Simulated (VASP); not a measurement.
TiGe4: single point with PBE

TiGe4:

```xyz
5
Lattice="-2.9544 2.9544 2.9544 2.9544 -2.9544 2.9544 2.9544 2.9544 -2.9544" Properties=species:S:1:pos:R:3 pbc="T T T"
Ti    0.0000    0.0000    0.0000
Ge    1.4773    1.4773    1.4773
Ge   -1.4771    1.4771    1.4771
Ge    1.4771    1.4771   -1.4771
Ge    1.4771   -1.4771    1.4771
```

The cell was generated, and may not be a known phase.

```json
{
 "Program": "VASP 6.6.1",
 "Task": "single point",
 "Functional": "PBE",
 "Potentials or basis": "VASP PAW PBE potentials, release 64 (Ti_sv, Ge_d)",
 "Cutoff": "520 eV",
 "k mesh": "4 × 4 × 4",
 "Occupations": "gaussian, width 0.1 eV",
 "Spin": "no spin polarisation"
}
```

The pressure is -0.1 GPa and the band gap on the k mesh is zero (bands 34 and 35 overlap by 0.71 eV).

Levels at points of the mesh, in eV from the Fermi level:
```csv
k point,band 32,band 33,band 34,band 35,band 36,band 37
"(0.00, 0.00, 0.00)",-2.42,-2.42,-2.42,-0.10,-0.10,2.18
"(0.50, 0.00, 0.00)",-1.78,-1.49,-0.57,0.09,1.69,1.79
"(0.50, 0.50, 0.50)",-2.53,-2.53,-2.53,1.78,1.78,2.69
```

Wall time 35 s on 1 thread of AMD EPYC 9R45 96-Core Processor (Zen 5) (shared host), peak memory 0.21 GiB.

Caveat: the k points lie up to 0.38 Å⁻¹ apart, too coarse for converged energies and pressures of a metal.
